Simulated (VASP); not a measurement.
The system is La2Zr2O.

```
CELL_PARAMETERS angstrom
4.45167 0.00000 0.00000
-2.22584 3.85526 0.00000
0.00000 0.00000 6.25891
ATOMIC_POSITIONS crystal
La 0.33333 0.66667 0.50000
La 0.66667 0.33333 0.50000
Zr 0.00000 0.00000 0.78874
Zr 0.00000 0.00000 0.21126
O 0.00000 0.00000 0.50000
```

The cell was built from a structure type or drawn by symmetry, and may not be a known phase.

* Program: VASP 6.6.1
* Task: relaxation of cell and atoms
* Functional: PBE
* Potentials or basis: VASP PAW PBE potentials, release 64 (La, Zr_sv, O)
* Cutoff: 600 eV
* k mesh: 6 × 6 × 4
* Occupations: gaussian, width 0.1 eV
* Spin: no spin polarisation

At the start: pressure 40.8 GPa; volume 21.48 Å³/atom.

Problem. Where does the relaxation end?

Solution. Over 12 steps the energy falls by 883.8 meV/atom and the volume is 30.42 Å³/atom (+41.6 %); space group P6/mmm (No. 191, to 0.1 Å) before and after.

The path:
```tsv
step	energy change (eV)	largest force (eV/Å)	pressure (GPa)	volume (Å³)
1	0.0000	6.9215	40.83	107.42
2	-0.3427	0.4163	-9.71	216.87
3	-3.9992	0.1183	-2.12	147.05
4	-4.0353	0.0085	-0.97	144.13
5	-4.0467	0.1222	0.35	141.21
6	-4.2915	0.2076	0.25	143.30
7	-4.3489	0.6840	1.03	144.60
8	-4.3989	0.4703	0.03	149.16
9	-4.4129	0.2384	-0.60	153.39
10	-4.4101	0.2943	0.62	151.58
11	-4.4168	0.0232	-0.08	152.59
12	-4.4189	0.0087	-0.06	152.08
```

Final structure:
```
CELL_PARAMETERS angstrom
5.19229 0.00000 0.00000
-2.59614 4.49665 0.00000
0.00000 0.00000 6.51382
ATOMIC_POSITIONS crystal
La 0.33333 0.66667 0.50000
La 0.66667 0.33333 0.50000
Zr 0.00000 0.00000 0.80681
Zr 0.00000 0.00000 0.19319
O 0.00000 0.00000 0.50000
```

Caveat: the volume moved by over 15 % at a fixed basis, so the end points are rough.
